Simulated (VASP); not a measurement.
Here is a VASP 6.6.1 calculation.

INCAR

```
SYSTEM = B2As3
ALGO = Normal
EDIFF = 1E-7
EDIFFG = -0.08
ENCUT = 600
GGA = PE
IBRION = 2
ISIF = 3
ISMEAR = 0
LASPH = .TRUE.
LCHARG = .FALSE.
LREAL = .FALSE.
LWAVE = .FALSE.
NELM = 60
NSW = 36
PREC = Accurate
SIGMA = 0.2
```

The input KPOINTS:

```
k-points
0
G
  5 5 1
  0 0 0
```

POSCAR

```
B2As3
1.0
    3.4500000000      0.0000000000      0.0000000000
   -1.7250000000      2.9877876400      0.0000000000
    0.0000000000      0.0000000000     16.1000000000
B As
4 6
Direct
    0.6666666700      0.3333333300      0.8280000000
    0.0000000000      0.0000000000      0.6560000000
    0.3333333300      0.6666666700      0.1720000000
    0.0000000000      0.0000000000      0.3440000000
    0.6666666700      0.3333333300      0.9565000000
    0.0000000000      0.0000000000      0.7845000000
    0.3333333300      0.6666666700      0.6124000000
    0.3333333300      0.6666666700      0.0435000000
    0.0000000000      0.0000000000      0.2155000000
    0.6666666700      0.3333333300      0.3876000000
```

Potentials or basis: VASP PAW PBE potentials, release 64 (B, As).

Command:

```bash
$ cat potpaw_PBE.64/B/POTCAR potpaw_PBE.64/As/POTCAR > POTCAR
$ mpirun -np 1 vasp_std > vasp.out
```

(1) Estimate the space group after relaxing (to 0.1 Å).

(2) Estimate the relaxed cell.

(3) Estimate the relaxed volume.

(4) Predict the band gap on the k mesh.

## Answers

(1) P-3m1 (No. 164).

(2) a = 3.453 Å, b = 3.453 Å, c = 15.233 Å, α = 90.00°, β = 90.00°, γ = 120.00°.

(3) 15.73 Å³/atom.

(4) zero (bands 21 and 22 overlap by 0.88 eV).

Caveat: the k points lie up to 0.42 Å⁻¹ apart in the final cell, too coarse for converged energies and pressures of a metal.
